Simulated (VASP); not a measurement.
A run of VASP 6.6.1 is set up as follows.

File INCAR:

```
SYSTEM = WS2
  ALGO = Normal
  EDIFF = 1E-6
  ENCUT = 520
  GGA = PS
  ISIF = 2
  ISMEAR = -1
  LASPH = .TRUE.
  LCHARG = .FALSE.
  LREAL = .FALSE.
  LWAVE = .FALSE.
  NBANDS = 49
  NELM = 80
  PREC = Accurate
  SIGMA = 0.08
```

KPOINTS

```
k-points
0
G
  12 12 1
  0 0 0
```

File POSCAR:

```
WS2
1.0
    3.1829541699      0.0000000000      0.0000000000
   -1.5914770850      2.7565191702      0.0000000000
    0.0000000000      0.0000000000     28.5322178600
W S
3 6
Direct
    0.6666666667      0.3333333333      0.6592864300
    0.3333333333      0.6666666667      0.8855337800
    0.3333333333      0.6666666667      0.4343616800
    0.6666666667      0.3333333333      0.9401857300
    0.6666666667      0.3333333333      0.4890304200
    0.3333333333      0.6666666667      0.7139522100
    0.6666666667      0.3333333333      0.8308482800
    0.6666666667      0.3333333333      0.3797102500
    0.3333333333      0.6666666667      0.6046252100
```

Potentials or basis: VASP PAW PBE potentials, release 64 (W_sv, S).

The run is started by

```console
$ cat potpaw_PBE.64/W_sv/POTCAR potpaw_PBE.64/S/POTCAR > POTCAR
$ mpirun -np 1 vasp_std > vasp.out
```

Q: What does it give for the band gap on the k mesh?

A: 1.34 eV, indirect (least direct gap 1.75 eV).

Q: Estimate the largest force.

A: 0.100 eV/Å.

Forces on the atoms (eV/Å):
```
W    0.000  0.000  0.004
W    0.000  0.000 -0.002
W    0.000  0.000 -0.007
S    0.000  0.000 -0.100
S    0.000  0.000 -0.082
S    0.000  0.000 -0.080
S    0.000  0.000  0.089
S    0.000  0.000  0.099
S    0.000  0.000  0.079
```

Caveat: the PAW data sets were made with another functional, which shifts forces and pressure a little; spin-orbit coupling is left out, which moves the levels of the heavy elements.
